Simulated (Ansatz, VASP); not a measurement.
## Two plane-wave programs on CdTe

```
CELL_PARAMETERS angstrom
0.00000 3.44179 3.27790
3.27790 0.00000 3.27790
3.27790 3.44179 0.00000
ATOMIC_POSITIONS crystal
Cd 0.00000 0.00000 0.00000
Te 0.75000 0.75000 0.75000
```

Change from the starting cell: strain +0.0500 x Voigt [0, 1, 0, 0, 0, 0], atoms carried along.

Alike in both runs: task single point; functional r2SCAN; k mesh 8 × 8 × 8; occupations gaussian, width 0.05 eV; no spin polarisation.

```csv
,VASP,Ansatz
version,VASP 6.6.1,Ansatz 0.2.0
potentials or method,"VASP PAW PBE potentials, release 64 (Cd, Te), cutoff 520 eV","scalar-relativistic, plane waves, PAW"
valence electrons in the cell,18,36
```

|  | VASP | Ansatz | Ansatz less VASP |
| --- | --- | --- | --- |
| gap on the k mesh at the Fermi level (eV) | 0.94 | 0.95 | +0.009 |
| least direct gap on the mesh (eV) | 0.94 | 0.95 | +0.009 |
| pressure (GPa) | -1.7 | -1.8 | -0.09 |
| traceless stress, the component that is largest in VASP (GPa) | -0.64 | -0.64 | +0.001 |

VASP's potentials were made for PBE, not for r2SCAN. The functional is the same, so the differences come from potentials, cutoffs and numerics. VASP's potentials hold 18 valence electrons a cell and Ansatz's 36, so a difference there can come from the potentials and not from the codes.

Spin-orbit coupling is off throughout.
